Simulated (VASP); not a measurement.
Input of a VASP 6.6.1 run:

The input INCAR:

```
SYSTEM = AlInGaBAs4
PREC     = Accurate       ! precision mode
ENCUT    = 520            ! plane-wave cutoff, eV
EDIFF    = 1E-6           ! SCF threshold, eV
ISMEAR   = 0              ! smearing method
SIGMA    = 0.1            ! smearing width, eV
LREAL    = Auto         
LASPH    = .TRUE.         ! aspherical terms in the spheres
NELM     = 100            ! most SCF steps
ALGO     = Normal         ! electronic algorithm
ISIF     = 2              ! what is computed and relaxed
LWAVE    = .FALSE.        ! write WAVECAR
LCHARG   = .FALSE.        ! write CHGCAR
GGA      = PS             ! functional
NBANDS   = 66             ! bands
ISYM     = 0
```

The input KPOINTS:

```
Automatic mesh
0
Gamma
  2 2 2
  0.5 0.5 0.5
```

POSCAR

```
AlInGaBAs4
1.0
   -5.4867972400      5.6023063659     -0.0648350214
   -5.4859868410     -0.0640246224      5.4847995752
    0.0671399642      5.6046113087      5.4879149170
B Al Ga As In
2 2 2 8 2
Direct
    0.4969333565      0.0043669473      0.9982768826
   -0.0020741802      1.0043764411      0.4976563698
    0.0016841899      0.4978797465      0.0035488148
    0.5003193754      0.0019252936      0.5023097572
    0.4994894134      0.5042215667      0.9961741054
   -0.0016778512      0.5032124875      0.4989069130
    0.8804611967      0.8844783330      0.3990381145
    0.3511317809      0.9078437828      0.3523916081
    0.8959485466      0.3364326769      0.3831088416
    0.8500121134      0.8874969806      0.8513792983
    0.3683232135      0.3710407169      0.3663235570
    0.3959189545      0.8854288812      0.8822436823
    0.8700344422      0.3902185214      0.8693929205
    0.3815053898      0.3363865498      0.8972230587
    0.9977246963     -0.0031865640      0.0013796958
    0.4986921662      0.5042000772      0.5001943455
```

Potentials or basis: VASP PAW PBE potentials, release 64 (B, Al, Ga_d, As, In_d).

Launch:

```sh
$ cat potpaw_PBE.64/B/POTCAR potpaw_PBE.64/Al/POTCAR potpaw_PBE.64/Ga_d/POTCAR potpaw_PBE.64/As/POTCAR potpaw_PBE.64/In_d/POTCAR > POTCAR
$ mpirun -np 1 vasp_std > vasp.out
```

Question: What does it give for the largest force?

Answer: 0.045 eV/Å.

Question: What does it give for the pressure?

Answer: 0.3 GPa.

Question: What does it give for the band gap on the k mesh?

Answer: 0.55 eV, direct.

Forces in eV/Å, atoms in the order of the input:
```
B    0.007  0.014  0.024
B   -0.007  0.007  0.005
Al  -0.031  0.004  0.026
Al   0.012  0.017 -0.018
Ga  -0.003  0.000  0.006
Ga   0.007 -0.010  0.017
As   0.006  0.013 -0.013
As   0.001  0.017 -0.010
As   0.009  0.017  0.007
As  -0.018  0.008  0.008
As   0.006 -0.031  0.002
As   0.007  0.012 -0.012
As   0.020 -0.015 -0.015
As  -0.010  0.014 -0.012
In   0.000 -0.024 -0.018
In  -0.008 -0.044  0.003
```

Caveat: the PAW data sets were made with another functional, which shifts forces and pressure a little; spin-orbit coupling is left out, which moves the levels of the heavy elements. A k mesh can miss the band edges.
